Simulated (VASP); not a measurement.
# ErO (P-6m2) in VASP: further runs

Runs on ErO. Level: PBE. Tasks: single point, relaxation of cell and atoms.

Everything below comes from runs of VASP 6.6.1. Logs are shortened: lines on timing, memory, paths and dates and some standing lists are left out, and cuts for length are marked.

## (1) The cell of the first run

The structure is hexagonal, space group P-6m2 (No. 187). The conventional cell has a = 3.047 Å, b = 3.047 Å, c = 3.532 Å, α = 90.00°, β = 90.00°, γ = 120.00°. Within 3.3 Å of Er (site symmetry -6m2) lie 6 O at 2.49 Å and 6 Er at 3.05 Å. Within 3.3 Å of O (site symmetry -6m2) lie 6 Er at 2.49 Å and 6 O at 3.05 Å.

The cell was generated, and may not be a known phase.

## (2) Single point, PBE

File INCAR:

```
PREC = Accurate
ENCUT = 600
EDIFF = 1E-6
ISMEAR = 0
SIGMA = 0.1
LREAL = False
LASPH = True
NELM = 200
ALGO = Normal
ISIF = 2
LWAVE = False
LCHARG = True
GGA = PE
LELF = True
LVHAR = True
NBANDS = 14
GGA_COMPAT = False
LMAXMIX = 6
```

File KPOINTS:

```
Automatic mesh
0
Gamma
  6 6 6
```

File POSCAR:

```
ErO
1.0
    3.0468206900      0.0000000000      0.0000000000
   -1.5234103500      2.6386241200      0.0000000000
    0.0000000000      0.0000000000      3.5318210100
Er O
1 1
Direct
    0.0000000000      0.0000000000      0.0000000000
    0.3333333300      0.6666666700      0.5000000000
```

Potentials or basis: VASP PAW PBE potentials, release 64 (Er_3, O), 4f in core.

The run is started by

```
> cat potpaw_PBE.64/Er_3/POTCAR potpaw_PBE.64/O/POTCAR > POTCAR
> mpirun -np 1 vasp_std > vasp.out
```

OUTCAR:

```text
PREC = Accurate
   ENCUT = 600
   EDIFF = 1E-6
   ISMEAR = 0
   LREAL = False
   LASPH = True
   NELM = 200
   ISIF = 2
   GGA = PE

 ion  position               nearest neighbor table
   1  0.000  0.000  0.000-   2 2.49   2 2.49   2 2.49   2 2.49   2 2.49   2 2.49
   2  0.333  0.667  0.500-   1 2.49   1 2.49   1 2.49   1 2.49   1 2.49   1 2.49

  LATTYP: Found a hexagonal cell.
 ALAT       =     3.0468206900
 C/A-ratio  =     1.1591824296

  Lattice vectors:

 A1 = (   3.0468206900,   0.0000000000,   0.0000000000)
 A2 = (  -1.5234103500,   2.6386241200,   0.0000000000)
 A3 = (   0.0000000000,   0.0000000000,   3.5318210100)

Analysis of symmetry for initial positions (statically):
=====================================================================
 Subroutine PRICEL returns:
 Original cell was already a primitive cell.

 Routine SETGRP: Setting up the symmetry group for a
 hexagonal supercell.

 Subroutine GETGRP returns: Found 12 space group operations
 (whereof 12 operations were pure point group operations)
 out of a pool of 24 trial point group operations.

The static configuration has the point symmetry D_3h.

Analysis of symmetry for dynamics (positions and initial velocities):
=====================================================================
 Subroutine PRICEL returns:
 Original cell was already a primitive cell.

 Routine SETGRP: Setting up the symmetry group for a
 hexagonal supercell.

 Subroutine GETGRP returns: Found 12 space group operations
 (whereof 12 operations were pure point group operations)
 out of a pool of 24 trial point group operations.

The dynamic configuration has the point symmetry D_3h.

 Subroutine INISYM returns: Found 12 space group operations
 (whereof 12 operations are pure point group operations),
 and found     1 'primitive' translations

----------------------------------------------------------------------------------------

                                     Primitive cell

  volume of cell :      28.3938

  direct lattice vectors                    reciprocal lattice vectors
     3.046820690  0.000000000  0.000000000     0.328210979  0.189492697  0.000000000
    -1.523410350  2.638624120  0.000000000     0.000000000  0.378985393  0.000000000
     0.000000000  0.000000000  3.531821010     0.000000000  0.000000000  0.283140056

  length of vectors
     3.046820690  3.046820694  3.531821010     0.378985394  0.378985393  0.283140056

[... 88 lines left out ...]
   POTIM  = 0.5000    time-step for ionic-motion
   TEBEG  =    0.0;   TEEND  =   0.0 temperature during run
   PSTRESS=    0.0 pullay stress
   NELECT =      15.0000    total number of electrons
   NUPDOWN=      -1.0000    fix difference up-down
   EMIN   =  10.00;   EMAX   =-10.00  energy-range for DOS
   EFERMI =   0.00;   METHOD = LEGACY
   ISMEAR =     0;   SIGMA  =   0.10  broadening in eV -4-tet -1-fermi 0-gaus
   EFERMI_NEDOS =   21; number of points for ismear=-14 and -15
   IALGO  =     38    algorithm
   IMIX   =      4    mixing-type and parameters
     AMIX     =   0.40;   BMIX     =  1.00
     AMIX_MAG =   1.60;   BMIX_MAG =  1.00
  volume/ion in A,a.u.               =      14.20        95.81
  Fermi-wavevector in a.u.,A,eV,Ry     =   1.323420  2.500900 23.829779  1.751439
  Thomas-Fermi vector in A             =   2.453029
   LORBIT       =      0    0 simple, 1 ext, 2 COOP (PROOUT), +10 PAW based schemes
   GGA     = PE    functional components
   LHFCALC =     F    Hartree Fock is set to
   AEXX    =    0.0000 exact exchange contribution
   IVDW    =     0    specifies the selected vdW correction
   LEPSILON=     F    determine dielectric tensor
   LRPA    =     F    only Hartree local field effects (RPA)
 non-spin polarized calculation
 Gauss-broadening in eV      SIGMA  =   0.10
  energy-cutoff  :      600.00
  volume of cell :       28.39
 maximum number of plane-waves:       960
   NGX = 13   NGY = 13   NGZ = 15

 number of electron      15.0000003 magnetization

 Free energy of the ion-electron system (eV)
  ---------------------------------------------------
  ext. energy  EPLUGINS =         0.00000000
  ---------------------------------------------------
  free energy    TOTEN  =       -13.93437306 eV

  energy without entropy =      -13.92159037  energy(sigma->0) =      -13.92798172

 E-fermi :   5.1903     XC(G=0): -11.5038

 val. band max:        5.1064578075   @ k =   0.3333   0.1667   0.0000
 cond. band min:       5.1939164288   @ k =   0.1667   0.1667   0.0000
 fundamental gap:      0.0874586214
 Fermi energy:         5.1902884497

 k-point     1 :       0.0000    0.0000    0.0000
  band No.  band energies     occupation
      1     -19.3681      2.00000
      2     -18.8573      2.00000
      3     -18.8573      2.00000
      4     -13.8313      2.00000
      5       1.3260      2.00000
      6       2.0735      2.00000
      7       2.0735      2.00000
      8       2.5595      2.00000
      9       7.2592      0.00000
     10       8.5598      0.00000
     11       8.5598      0.00000
     12      11.9550      0.00000
     13      11.9550      0.00000
     14      17.3905      0.00000
[... 377 lines left out ...]
      1     -20.0936      2.00000
      2     -19.6037      2.00000
      3     -19.1110      2.00000
      4     -12.9989      2.00000
      5      -0.2448      2.00000
      6       0.5642      2.00000
      7       1.5179      2.00000
      8       5.0684      1.91534
      9       8.5411      0.00000
     10       9.9272      0.00000
     11      11.4320      0.00000
     12      12.1189      0.00000
     13      13.8706      0.00000
     14      16.3199      0.00000

 [... further k-points ...]

------------------------ aborting loop because EDIFF is reached ----------------------------------------

  FORCE on cell =-STRESS in cart. coord.  units (eV):
  Direction    XX          YY          ZZ          XY          YZ          ZX
  --------------------------------------------------------------------------------------
  -------------------------------------------------------------------------------------
  Total        2.6242043      2.6242043     -6.5260541     -0.0000000     -0.0000000     -0.0000000
  in kB      148.0761501    148.0761503   -368.2460888     -0.0000003     -0.0000000     -0.0000000
  external PRESSURE =     -24.0312628 kB  Pullay stress =       0.0000000 kB

 VOLUME and BASIS-vectors are now :
 -----------------------------------------------------------------------------
  energy-cutoff  :      600.00
  volume of cell :       28.39
      direct lattice vectors                 reciprocal lattice vectors
     3.046820690  0.000000000  0.000000000     0.328210979  0.189492697  0.000000000
    -1.523410350  2.638624120  0.000000000     0.000000000  0.378985393  0.000000000
     0.000000000  0.000000000  3.531821010     0.000000000  0.000000000  0.283140056

 POSITION                                       TOTAL-FORCE (eV/Angst)
 -----------------------------------------------------------------------------------
      0.00000      0.00000      0.00000         0.000000     -0.000000      0.000000
     -0.00000      1.75908      1.76591        -0.000000      0.000000      0.000000
 -----------------------------------------------------------------------------------
    total drift:                                0.000018     -0.000011     -0.000000

  FREE ENERGIE OF THE ION-ELECTRON SYSTEM (eV)
  ---------------------------------------------------
  free  energy   TOTEN  =       -13.9343730648 eV

  energy  without entropy=      -13.9215903713  energy(sigma->0) =      -13.92798172
```

stdout:

```text
POSCAR found type information on POSCAR ErO
 POSCAR found :  2 types and       2 ions
 scaLAPACK will be used
 LDA part: xc-table for (Slater+PW92), standard interpolation
 POSCAR, INCAR and KPOINTS ok, starting setup
 FFT: planning ... GRIDC
 FFT: planning ... GRID_SOFT
 FFT: planning ... GRID
 WAVECAR not read
 entering main loop
```

Wall time 13 s (1 thread of Intel Xeon Platinum 8259CL at 2.50GHz (Skylake/Cascade Lake), shared host); peak memory 0.15 GiB.

Results:

| Property | Result |
| --- | --- |
| Free energy | -13.9344 eV |
| Pressure | -2.4 GPa |
| Band gap on the k mesh | zero (an odd number of electrons rules out a gap without spin polarisation) |

Levels at points of the mesh, in eV from the Fermi level:
| k point | band 4 | band 5 | band 6 | band 7 | band 8 | band 9 | band 10 | band 11 |
| --- | --- | --- | --- | --- | --- | --- | --- | --- |
| (0.00, 0.00, 0.00) | -19.02 | -3.86 | -3.12 | -3.12 | -2.63 | 2.07 | 3.37 | 3.37 |
| (0.50, 0.00, 0.00) | -18.01 | -6.04 | -5.07 | -3.07 | -1.36 | 4.48 | 5.13 | 5.39 |
| (0.00, 0.00, 0.50) | -17.85 | -6.88 | -2.94 | -2.94 | 0.46 | 2.34 | 2.34 | 6.16 |
| (0.50, 0.00, 0.50) | -18.32 | -5.33 | -5.14 | -3.89 | 0.02 | 3.17 | 6.88 | 7.12 |

Caveat: the k points lie up to 0.40 Å⁻¹ apart, too coarse for converged energies and pressures of a metal; spin-orbit coupling is left out, which moves the levels of the heavy elements; the 4f electrons are frozen in the core, so they carry no moment and show no levels; an odd number of electrons without spin polarisation forces a metal; a magnetic or distorted state may lie lower; the run has no spin polarisation, though such a crystal can be magnetic.

## (3) Single point, PBE

This run uses another cell than the first one, of 13.85 Å³/atom.

File INCAR:

```
  PREC = Accurate
  ENCUT = 600
  EDIFF = 1E-6
  ISMEAR = 0
  SIGMA = 0.1
  LREAL = False
  LASPH = True
  NELM = 200
  ALGO = Normal
  ISIF = 2
  LWAVE = False
  LCHARG = False
  GGA = PE
  NBANDS = 14
  GGA_COMPAT = False
  LMAXMIX = 6
```

File KPOINTS:

```
regular mesh
0
Gamma
  24 24 16
```

File POSCAR:

```
ErO
1.0
    3.2169957447      0.0000000030      0.0000000000
   -1.6084978750      2.7860000372      0.0000000000
    0.0000000000      0.0000000000      3.0895233513
Er O
1 1
Direct
    0.0000000000      0.0000000000      0.0000000000
    0.3333333333      0.6666666667      0.5000000000
```

Potentials or basis: VASP PAW PBE potentials, release 64 (Er_3, O), 4f in core.

The run is started by

```
> cat potpaw_PBE.64/Er_3/POTCAR potpaw_PBE.64/O/POTCAR > POTCAR
> mpirun -np 1 vasp_std > vasp.out
```

It took 4.5 min on 1 thread of Intel Xeon Platinum 8259CL at 2.50GHz (Skylake/Cascade Lake), shared host; peak memory 0.38 GiB.

The run converged. Its results:

```yaml
Free_energy: -14.5064 eV
Pressure: 0.9 GPa
Band_gap_on_the_k_mesh: zero (an odd number of electrons rules out a gap without spin polarisation)
```

Stress tensor (GPa, compression positive):
```
0.88 0.00 0.00
0.00 0.88 0.00
0.00 0.00 0.96
```

Levels at points of the mesh, in eV from the Fermi level:
```csv
k point,band 3,band 4,band 5,band 6,band 7,band 8,band 9,band 10,band 11,band 12
"(0.00, 0.00, 0.00)",-24.62,-20.34,-5.16,-5.16,-4.48,-2.16,-0.17,3.65,3.65,6.41
"(0.50, 0.00, 0.00)",-24.47,-19.21,-7.26,-5.45,-4.69,-1.37,3.19,5.35,5.44,5.96
"(0.00, 0.00, 0.50)",-24.51,-18.80,-7.87,-4.92,-4.92,1.64,2.05,2.05,4.23,4.23
"(0.50, 0.00, 0.50)",-24.75,-19.71,-6.54,-6.11,-5.84,0.51,2.80,6.27,7.32,8.19
```

Caveat: spin-orbit coupling is left out, which moves the levels of the heavy elements; the 4f electrons are frozen in the core, so they carry no moment and show no levels; an odd number of electrons without spin polarisation forces a metal; a magnetic or distorted state may lie lower; the run has no spin polarisation, though such a crystal can be magnetic. With open d or f shells a metallic result of PBE can be an artefact of self-interaction; +U or a hybrid may open a gap.

## (4) Relaxation of cell and atoms, PBE

File INCAR:

```
  ALGO = Normal
  EDIFF = 1E-7
  EDIFFG = -0.01
  ENCUT = 600
  GGA = PE
  GGA_COMPAT = F
  IBRION = 2
  ISIF = 3
  ISMEAR = 0
  LASPH = T
  LCHARG = F
  LMAXMIX = 6
  LREAL = F
  LWAVE = F
  NELM = 200
  NELMIN = 4
  NSW = 100
  PREC = Accurate
  SIGMA = 0.1
```

File KPOINTS:

```
k-points
0
Gamma
  24 24 16
```

File POSCAR:

```
ErO
1.0
    3.0468206900      0.0000000000      0.0000000000
   -1.5234103500      2.6386241200      0.0000000000
    0.0000000000      0.0000000000      3.5318210100
Er O
1 1
Direct
    0.0000000000      0.0000000000      0.0000000000
    0.3333333300      0.6666666700      0.5000000000
```

The run is started by

```
> cat potpaw_PBE.64/Er_3/POTCAR potpaw_PBE.64/O/POTCAR > POTCAR
> mpirun -np 1 vasp_std > vasp.out
```

Run time: 8.6 min. Hardware: 1 thread of Intel Xeon Platinum 8259CL at 2.50GHz (Skylake/Cascade Lake), shared host; peak memory 0.37 GiB.

The run converged. Its results:

```
Free energy                           : -14.5082 eV
Relaxed volume                        : 13.94 Å³/atom
Relaxed cell                          : a = 3.223 Å, b = 3.223 Å, c = 3.098 Å, α = 90.00°, β = 90.00°, γ = 120.00°
Space group after relaxing (to 0.1 Å) : P-6m2 (No. 187)
Energy gained by relaxing             : 265.8 meV/atom
Ionic steps                           : 6
Pressure after relaxing               : 0.0 GPa
Band gap on the k mesh                : zero (an odd number of electrons rules out a gap without spin polarisation)
```

Stress tensor (GPa, compression positive):
```
 0.10  0.00  0.00
 0.00  0.10  0.00
 0.00  0.00 -0.09
```

Step by step:
```csv
step,energy change (eV),largest force (eV/Å),pressure (GPa),volume (Å³)
1,0.0000,0.0000,-2.61,28.39
2,-0.4911,0.0000,5.47,26.97
3,-0.5269,0.0000,2.75,27.34
4,-0.5300,0.0000,-1.62,28.23
5,-0.5317,0.0000,-0.02,27.89
6,-0.5317,0.0000,0.04,27.88
```

Final structure:
```cif
data_structure
_symmetry_space_group_name_H-M 'P 1'
_symmetry_Int_Tables_number 1
_cell_length_a 3.2233
_cell_length_b 3.2233
_cell_length_c 3.0984
_cell_angle_alpha 90.000
_cell_angle_beta 90.000
_cell_angle_gamma 120.000
_cell_volume 27.88
loop_
_atom_site_label
_atom_site_type_symbol
_atom_site_fract_x
_atom_site_fract_y
_atom_site_fract_z
_atom_site_occupancy
Er1 Er 0.00000 0.00000 0.00000 1
O1 O 0.33333 0.66667 0.50000 1
```

Levels at points of the mesh, in eV from the Fermi level:
```
           k point  band 4  band 5  band 6  band 7  band 8  band 9  band 10  band 11
(0.00, 0.00, 0.00)  -20.30   -5.12   -5.12   -4.46   -2.16   -0.18     3.63     3.63
(0.50, 0.00, 0.00)  -19.19   -7.23   -5.42   -4.66   -1.35    3.17     5.31     5.40
(0.00, 0.00, 0.50)  -18.80   -7.83   -4.89   -4.89    1.62    2.05     2.05     4.22
(0.50, 0.00, 0.50)  -19.67   -6.50   -6.08   -5.80    0.49    2.78     6.23     7.28
```

Caveat: spin-orbit coupling is left out, which moves the levels of the heavy elements; the 4f electrons are frozen in the core, so they carry no moment and show no levels; an odd number of electrons without spin polarisation forces a metal; a magnetic or distorted state may lie lower; the run has no spin polarisation, though such a crystal can be magnetic. Spin polarisation is off, so any magnetic state and its effect on volume and gap are missing.

## (5) The runs side by side

```tsv
task	cell	k mesh	gap on the mesh (eV)	pressure (GPa)
single point	a = 3.047, b = 3.047, c = 3.532 Å, angles 90.0, 90.0, 120.0°, 2 atoms	6 × 6 × 6	none	-2.4
single point	a = 3.217, b = 3.217, c = 3.090 Å, angles 90.0, 90.0, 120.0°, 2 atoms	24 × 24 × 16	none	0.9
relaxation of cell and atoms	relaxed from a = 3.047, b = 3.047, c = 3.532 Å, angles 90.0, 90.0, 120.0°, 2 atoms	24 × 24 × 16	none	0.0
```

Alike in all rows: level PBE; potentials or basis VASP PAW PBE potentials, release 64 (Er_3, O), 4f in core; no spin polarisation; cutoff (eV) 600; smearing gaussian 0.1 eV.

Caveats: some runs use coarse meshes; spin-orbit coupling is left out, which moves the levels of the heavy elements; the 4f electrons are frozen in the core, so they carry no moment and show no levels; an odd number of electrons without spin polarisation forces a metal; a magnetic or distorted state may lie lower; the run has no spin polarisation, though such a crystal can be magnetic.

Absolute energies hang on the potentials; compare differences alone.

The gap in the log of VASP goes by the Fermi energy; the results here count the filled bands.